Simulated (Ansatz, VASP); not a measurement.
One calculation of NaHF2, two programs

```
Na H F
1.0
     1.76301    1.01788    4.63887
    -1.76301    1.01788    4.63887
     0.00000   -2.03575    4.63887
Na H F
1 1 2
Direct
  0.00000 0.00000 0.00000
  0.50000 0.50000 0.50000
  0.41000 0.41000 0.41000
  0.59000 0.59000 0.59000
```

Change from the starting cell: equal xx and yy strain of +2 %, PAW files.

Alike in both runs: task electric field gradients; functional LDA; k mesh 10 × 10 × 10; occupations fermi-dirac, width 0.02 eV; no spin polarisation.

|  | VASP | Ansatz |
| --- | --- | --- |
| version | VASP 6.6.1 | Ansatz 0.2.0 |
| potentials or method | VASP PAW LDA potentials, release 64 (Na_pv, H, F) | PAW with Ansatz's default frozen-core files, scalar-relativistic |
| plane-wave cutoff (eV) | 520 | 420 |
| valence electrons in the cell | 22 | 24 |

```csv
,VASP,Ansatz,Ansatz less VASP
gap on the k mesh at the Fermi level (eV),6.23,6.26,+0.031
pressure (GPa),-7.8,-7.8,+0.01
"traceless stress, the component that is largest in VASP (GPa)",-9.97,-10.37,-0.399
rms of the force components (eV/Å),0.832,0.856,+0.0244
size of Vzz on the site where it differs most (V/Å²),117.6,115.7,-1.89
```

LDA's correlation is that of Perdew and Zunger in VASP and of Perdew and Wang (1992) in Ansatz. Atom by atom the forces differ by 0.024 eV/Å (rms over components). VASP's potentials hold 22 valence electrons a cell and Ansatz's 24, so a difference there can come from the potentials and not from the codes.
